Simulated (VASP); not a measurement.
Runs of VASP 6.6.1 on Ni2N. The structure is that of space group P4/mmm (No. 123), or close to it. The cells are those of the table. The cell was generated, and may not be a known phase.

```csv
task,cell,k mesh,cutoff (eV),gap on the mesh (eV),pressure (GPa),relaxed volume (Å³/atom)
single point,"a = 3.580, b = 3.580, c = 2.750 Å, 3 atoms",14 × 14 × 16,520,none,(a),-
relaxation of cell and atoms,"relaxed from a = 3.580, b = 3.580, c = 2.749 Å, 3 atoms",6 × 6 × 6,600,none,0.1,11.74
single point,"a = 3.580, b = 3.580, c = 2.749 Å, 3 atoms",6 × 6 × 6,520,none,0.2,-
relaxation of cell and atoms,"relaxed from a = 3.580, b = 3.580, c = 2.749 Å, 3 atoms",14 × 14 × 16,600,none,-0.1,11.71
```

Alike in all rows: level PBE; potentials or basis VASP PAW PBE potentials, release 64 (Ni, N); no spin polarisation; smearing gaussian 0.1 eV.

Question: Fill in the values left out.

Answer: (a) 0.4.

Caveats: some runs use coarse meshes; the run has no spin polarisation, though such a crystal can be magnetic.

A gap of «none» marks levels without a gap at the run's occupations.
